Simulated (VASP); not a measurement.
# Ir (Fm-3m) in VASP: single point with PBEsol

Aim: the single point of Ir with PBEsol.

All numbers are computed with VASP 6.6.1; they aren't measurements. Logs are shortened: lines on timing, memory, paths and dates and some standing lists are left out, and cuts for length are marked.

### 1 The cell of the first run

It takes space group Fm-3m (No. 225, cubic). Conventional cell: a = 3.833 Å, b = 3.833 Å, c = 3.833 Å, α = 90.00°, β = 90.00°, γ = 90.00°. Ir (site symmetry m-3m) has 12 Ir at 2.71 Å within 3.6 Å.

### 2 Single point, PBEsol

INCAR reads:

```
SYSTEM = Ir
PREC = Accurate
ENCUT = 560
EDIFF = 1E-6
ISMEAR = -1
SIGMA = 0.1
LREAL = .FALSE.
LASPH = .TRUE.
NELM = 120
ALGO = Normal
ISIF = 2
LWAVE = .FALSE.
LCHARG = .FALSE.
GGA = PS
NBANDS = 14
GGA_COMPAT = .FALSE.
```

KPOINTS reads:

```
regular mesh
0
G
  11 11 11
  0 0 0
```

POSCAR reads:

```
Ir
1.0
    0.0000000000      1.9164111019      1.9164111019
    1.9164111019      0.0000000000      1.9164111019
    1.9164111019      1.9164111019      0.0000000000
Ir
1
Direct
    0.0000000000      0.0000000000      0.0000000000
```

Potentials or basis: VASP PAW PBE potentials, release 64 (Ir_sv_GW).

The run is started by

```bash
cat potpaw_PBE.64/Ir_sv_GW/POTCAR > POTCAR
mpirun -np 1 vasp_std > vasp.out
```

OUTCAR:

```text
SYSTEM = Ir
   PREC = Accurate
   ENCUT = 560
   EDIFF = 1E-6
   ISMEAR = -1
   LREAL = .FALSE.
   LASPH = .TRUE.
   NELM = 120
   ISIF = 2
   GGA = PS

 ion  position               nearest neighbor table
   1  0.000  0.000  0.000-

  LATTYP: Found a face centered cubic cell.
 ALAT       =     3.8328222038

  Lattice vectors:

 A1 = (   0.0000000000,   1.9164111019,   1.9164111019)
 A2 = (   1.9164111019,   0.0000000000,   1.9164111019)
 A3 = (   1.9164111019,   1.9164111019,   0.0000000000)

Analysis of symmetry for initial positions (statically):
=====================================================================
 Subroutine PRICEL returns:
 Original cell was already a primitive cell.

 Routine SETGRP: Setting up the symmetry group for a
 face centered cubic supercell.

 Subroutine GETGRP returns: Found 48 space group operations
 (whereof 48 operations were pure point group operations)
 out of a pool of 48 trial point group operations.

The static configuration has the point symmetry O_h .

Analysis of symmetry for dynamics (positions and initial velocities):
=====================================================================
 Subroutine PRICEL returns:
 Original cell was already a primitive cell.

 Routine SETGRP: Setting up the symmetry group for a
 face centered cubic supercell.

 Subroutine GETGRP returns: Found 48 space group operations
 (whereof 48 operations were pure point group operations)
 out of a pool of 48 trial point group operations.

The dynamic configuration has the point symmetry O_h .

 Subroutine INISYM returns: Found 48 space group operations
 (whereof 48 operations are pure point group operations),
 and found     1 'primitive' translations

----------------------------------------------------------------------------------------

                                     Primitive cell

  volume of cell :      14.0765

  direct lattice vectors                    reciprocal lattice vectors
     0.000000000  1.916411102  1.916411102    -0.260904354  0.260904354  0.260904354
     1.916411102  0.000000000  1.916411102     0.260904354 -0.260904354  0.260904354
     1.916411102  1.916411102  0.000000000     0.260904354  0.260904354 -0.260904354

  length of vectors
     2.710214571  2.710214571  2.710214571     0.451899597  0.451899597  0.451899597

  position of ions in fractional coordinates (direct lattice)
     0.000000000  0.000000000  0.000000000

  ion indices of the primitive-cell ions
   primitive index   ion index
                 1           1

----------------------------------------------------------------------------------------

 KPOINTS: regular mesh

Automatic generation of k-mesh.
 Grid dimensions read from file:
 generate k-points for:   11   11   11

 Generating k-lattice:

  Cartesian coordinates                     Fractional coordinates (reciprocal lattice)
    -0.023718578  0.023718578  0.023718578     0.090909091  0.000000000  0.000000000
     0.023718578 -0.023718578  0.023718578     0.000000000  0.090909091  0.000000000
     0.023718578  0.023718578 -0.023718578     0.000000000  0.000000000  0.090909091

  Length of vectors
     0.041081782  0.041081782  0.041081782

  Shift w.r.t. Gamma in fractional coordinates (k-lattice)
     0.000000000  0.000000000  0.000000000

 Subroutine IBZKPT returns following result:
 ===========================================

 Found     56 irreducible k-points:

 Following reciprocal coordinates:
            Coordinates               Weight
  0.000000  0.000000  0.000000      1.000000
  0.090909  0.000000  0.000000      8.000000
  0.181818  0.000000  0.000000      8.000000
  0.272727  0.000000  0.000000      8.000000
  0.363636  0.000000  0.000000      8.000000
  0.454545  0.000000  0.000000      8.000000
[... 16 lines left out ...]
 -0.272727  0.181818  0.000000     24.000000
 -0.181818  0.181818  0.000000     12.000000
 [... further k-points ...]
   k-points           NKPTS =     56   k-points in BZ     NKDIM =     56   number of bands    NBANDS=     14
   number of dos      NEDOS =    301   number of ions     NIONS =      1
   total plane-waves  NPLWV =  13824
   dimension x,y,z NGX =    24 NGY =   24 NGZ =   24
   dimension x,y,z NGXF=    48 NGYF=   48 NGZF=   48
   ions per type =               1
   NGX,Y,Z   is equivalent  to a cutoff of  14.72, 14.72, 14.72 a.u.
   NGXF,Y,Z  is equivalent  to a cutoff of  29.44, 29.44, 29.44 a.u.
 SYSTEM =  Ir
   PREC   = accura    normal or accurate (medium, high low for compatibility)
   ISTART =      0    job   : 0-new  1-cont  2-samecut
   ICHARG =      2    charge: 1-file 2-atom 10-const
   ISPIN  =      1    spin polarized calculation?
   LNONCOLLINEAR =      F non collinear calculations
   LSORBIT =      F    spin-orbit coupling
   LASPH  =      T    aspherical Exc in radial PAW
   ENCUT  =  560.0 eV  41.16 Ry    6.42 a.u.   5.23  5.23  5.23*2*pi/ulx,y,z
   NELM   =    120;   NELMIN=  2; NELMDL= -5     # of ELM steps
   EDIFF  = 0.1E-05   stopping-criterion for ELM
   LREAL  =      F    real-space projection
   EDIFFG = 0.1E-04   stopping-criterion for IOM
   NSW    =      0    number of steps for IOM
   IBRION =     -1    ionic relax: 0-MD 1-quasi-New 2-CG
   NFREE  =      0    steps in history (QN), initial steepest desc. (CG)
   ISIF   =      2    stress and relaxation
   ISYM   =      2    0-nonsym 1-usesym 2-fastsym
   POTIM  = 0.5000    time-step for ionic-motion
   TEBEG  =    0.0;   TEEND  =   0.0 temperature during run
   PSTRESS=    0.0 pullay stress
   NELECT =      17.0000    total number of electrons
   NUPDOWN=      -1.0000    fix difference up-down
   EMIN   =  10.00;   EMAX   =-10.00  energy-range for DOS
   EFERMI =   0.00;   METHOD = LEGACY
   ISMEAR =    -1;   SIGMA  =   0.10  broadening in eV -4-tet -1-fermi 0-gaus
   EFERMI_NEDOS =   21; number of points for ismear=-14 and -15
   IALGO  =     38    algorithm
   IMIX   =      4    mixing-type and parameters
     AMIX     =   0.40;   BMIX     =  1.00
     AMIX_MAG =   1.60;   BMIX_MAG =  1.00
  volume/ion in A,a.u.               =      14.08        94.99
  Fermi-wavevector in a.u.,A,eV,Ry     =   1.743382  3.294514 41.353268  3.039379
  Thomas-Fermi vector in A             =   2.815465
   LORBIT       =      0    0 simple, 1 ext, 2 COOP (PROOUT), +10 PAW based schemes
   GGA     = PS    functional components
   LHFCALC =     F    Hartree Fock is set to
   AEXX    =    0.0000 exact exchange contribution
   IVDW    =     0    specifies the selected vdW correction
   LEPSILON=     F    determine dielectric tensor
   LRPA    =     F    only Hartree local field effects (RPA)
 non-spin polarized calculation
  energy-cutoff  :      560.00
  volume of cell :       14.08
 maximum number of plane-waves:       440
 NGX is ok and might be reduce to    24
   NGX = 11   NGY = 11   NGZ = 11

 number of electron      17.0000000 magnetization

 Free energy of the ion-electron system (eV)
  ---------------------------------------------------
  ext. energy  EPLUGINS =         0.00000000
  ---------------------------------------------------
  free energy    TOTEN  =       -10.39399458 eV

  energy without entropy =      -10.35244822  energy(sigma->0) =      -10.37322140

 E-fermi :  12.7711     XC(G=0): -14.7384

 val. band max:       12.7548156423   @ k =   0.2727   0.2727   0.0000
 cond. band min:      12.7734029036   @ k =   0.3636   0.2727   0.0000
 fundamental gap:      0.0185872614
 Fermi energy:        12.7710963920

 k-point     1 :       0.0000    0.0000    0.0000
  band No.  band energies     occupation
      1     -80.2075      2.00000
      2     -36.5851      2.00000
      3     -36.5851      2.00000
      4     -36.5851      2.00000
      5       1.6058      2.00000
      6       8.9065      2.00000
      7       8.9065      2.00000
      8       8.9065      2.00000
      9      11.6407      1.99998
     10      11.6407      1.99998
     11      26.4048      0.00000
     12      31.9379      0.00000
     13      31.9379      0.00000
     14      31.9379      0.00000

 k-point     2 :       0.0909    0.0000    0.0000
  band No.  band energies     occupation
      1     -80.2028      2.00000
      2     -36.6520      2.00000
      3     -36.5944      2.00000
      4     -36.5944      2.00000
      5       1.9732      2.00000
      6       8.7157      2.00000
      7       9.0594      2.00000
      8       9.0594      2.00000
      9      11.5443      1.99999
     10      11.5443      1.99999
     11      27.0358      0.00000
     12      30.4745      0.00000
     13      32.5581      0.00000
     14      32.5581      0.00000

 k-point     3 :       0.1818    0.0000    0.0000
  band No.  band energies     occupation
      1     -80.1886      2.00000
      2     -36.8267      2.00000
      3     -36.6188      2.00000
      4     -36.6188      2.00000
      5       2.9577      2.00000
      6       8.3697      2.00000
      7       9.3379      2.00000
      8       9.3379      2.00000
      9      11.4930      1.99999
     10      11.4930      1.99999
     11      27.9062      0.00000
     12      28.7106      0.00000
     13      34.2899      0.00000
     14      34.2899      0.00000
[... 324 lines left out ...]
 k-point    23 :      -0.2727    0.1818    0.0000
  band No.  band energies     occupation
      1     -80.1478      2.00000
      2     -37.1637      2.00000
      3     -36.8477      2.00000
      4     -36.6794      2.00000
      5       5.7435      2.00000
      6       8.0538      2.00000
      7       8.5604      2.00000
      8       9.9875      2.00000
      9      11.4532      2.00000
     10      14.9365      0.00000
     11      24.5145      0.00000
     12      28.7079      0.00000
     13      30.0698      0.00000
     14      34.8517      0.00000

 k-point    24 :      -0.1818    0.1818    0.0000
  band No.  band energies     occupation
      1     -80.1634      2.00000
      2     -37.0309      2.00000
      3     -36.7757      2.00000
      4     -36.6425      2.00000
      5       4.8264      2.00000
      6       7.7284      2.00000
      7       9.0770      2.00000
      8      10.3431      2.00000
      9      10.4069      2.00000
     10      13.5116      0.00122
     11      26.7687      0.00000
     12      29.9821      0.00000
     13      31.8587      0.00000
     14      32.5805      0.00000

 [... further k-points ...]
[... 5 lines left out ...]
  --------------------------------------------------------------------------------------
  -------------------------------------------------------------------------------------
  Total       -0.1635032     -0.1635032     -0.1635032      0.0000000     -0.0000000     -0.0000000
  in kB      -18.6097589    -18.6097589    -18.6097589      0.0000000     -0.0000000     -0.0000000
  external PRESSURE =     -18.6097589 kB  Pullay stress =       0.0000000 kB

 VOLUME and BASIS-vectors are now :
 -----------------------------------------------------------------------------
  energy-cutoff  :      560.00
  volume of cell :       14.08
      direct lattice vectors                 reciprocal lattice vectors
     0.000000000  1.916411102  1.916411102    -0.260904354  0.260904354  0.260904354
     1.916411102  0.000000000  1.916411102     0.260904354 -0.260904354  0.260904354
     1.916411102  1.916411102  0.000000000     0.260904354  0.260904354 -0.260904354

 POSITION                                       TOTAL-FORCE (eV/Angst)
 -----------------------------------------------------------------------------------
      0.00000      0.00000      0.00000         0.000000      0.000000     -0.000000
 -----------------------------------------------------------------------------------
    total drift:                                0.000000     -0.000000     -0.000000

  FREE ENERGIE OF THE ION-ELECTRON SYSTEM (eV)
  ---------------------------------------------------
  free  energy   TOTEN  =       -10.3939945803 eV

  energy  without entropy=      -10.3524482174  energy(sigma->0) =      -10.37322140
```

Wall time 26 s (1 thread of AMD EPYC 7R43 (Zen 3), shared host); peak memory 0.12 GiB.

Results:

- Free energy: -10.3940 eV
- Pressure: -1.9 GPa
- Band gap on the k mesh: zero (an odd number of electrons rules out a gap without spin polarisation)

Levels at points of the mesh, in eV from the Fermi level:
| k point | band 6 | band 7 | band 8 | band 9 | band 10 | band 11 |
| --- | --- | --- | --- | --- | --- | --- |
| (0.00, 0.00, 0.00) | -3.86 | -3.86 | -3.86 | -1.13 | -1.13 | 13.63 |

Caveat: the PAW data sets were made with another functional, which shifts forces and pressure a little; spin-orbit coupling is left out, which moves the levels of the heavy elements.
